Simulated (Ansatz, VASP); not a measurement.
CsCl: VASP beside Ansatz

The input POSCAR:

```
CsCl
1.0
    4.1406758997      0.0000000000      0.0000000000
    0.0000000000      4.1406758997      0.0000000000
    0.0000000000      0.0000000000      4.1406758997
Cs Cl
1 1
Direct
    0.0000000000      0.0000000000      0.0000000000
    0.5000000000      0.5000000000      0.5000000000
```

File INCAR.step1:

```
SYSTEM = CsCl
ALGO = Normal
EDIFF = 1E-5
ENCUT = 400
GGA = PE
GGA_COMPAT = .False.
ISIF = 2
ISMEAR = 0
LASPH = .True.
LREAL = .False.
LWAVE = .True.
NBANDS = 15
NELM = 120
PREC = Accurate
SIGMA = 0.01
```

The input INCAR.step2:

```
SYSTEM = CsCl
AEXX = 0.2
ALGO = Normal
EDIFF = 1E-6
ENCUT = 400
GGA = PE
GGA_COMPAT = .False.
HFSCREEN = 0.5
ISIF = 2
ISMEAR = 0
ISTART = 1
LASPH = .True.
LCHARG = .True.
LELF = .True.
LHFCALC = .True.
LREAL = .False.
LVHAR = .True.
LWAVE = .False.
NBANDS = 15
NELM = 120
PREC = Accurate
PRECFOCK = Normal
SIGMA = 0.01
```

File KPOINTS:

```
k-points
0
Gamma
  4 4 4
  0 0 0
```

Input for Ansatz:

```yaml
crystal:
  lattice:
    - [4.1406758997, 0.0, 0.0]
    - [0.0, 4.1406758997, 0.0]
    - [0.0, 0.0, 4.1406758997]
  atoms:
    - { symbol: Cs, position: [0.0, 0.0, 0.0] }
    - { symbol: Cl, position: [0.5, 0.5, 0.5] }
kpoints:
  mp_grid: { grid: [4, 4, 4] }
hamiltonian:
  xc: { exchange: pbe, correlation: pbe, exx: { coeff: 0.2, omega: 0.5 } }
scf:
  occupations: { method: fixed }
  n_extra_bands: 4
output:
  forces: true
  stress: true
  eigenvalues: true
```

Alike in both runs: task single point; functional PBE-based screened hybrid; k mesh 4 × 4 × 4; no spin polarisation.

|  | VASP | Ansatz |
| --- | --- | --- |
| version | VASP 6.6.1 | Ansatz 0.2.0 |
| potentials or method | VASP PAW PBE potentials, release 64 (Cs_sv, Cl) | plane waves |
| plane-wave cutoff (eV) | 400 | 420 |
| occupations | gaussian, width 0.01 eV | fixed |
| valence electrons in the cell | 16 | 16 |

Ansatz gave:

* gap on the k mesh at the Fermi level (eV): 5.77
* pressure (GPa): 0.5

Task: What did VASP give for the same quantities?

Result: gap on the k mesh at the Fermi level (eV): 5.75; pressure (GPa): 0.5.

VASP's potentials were made for PBE, not for PBE-based screened hybrid. Ansatz's warnings: stress exchange threshold loose, stress scf threshold loose.

Spin-orbit coupling is off throughout.
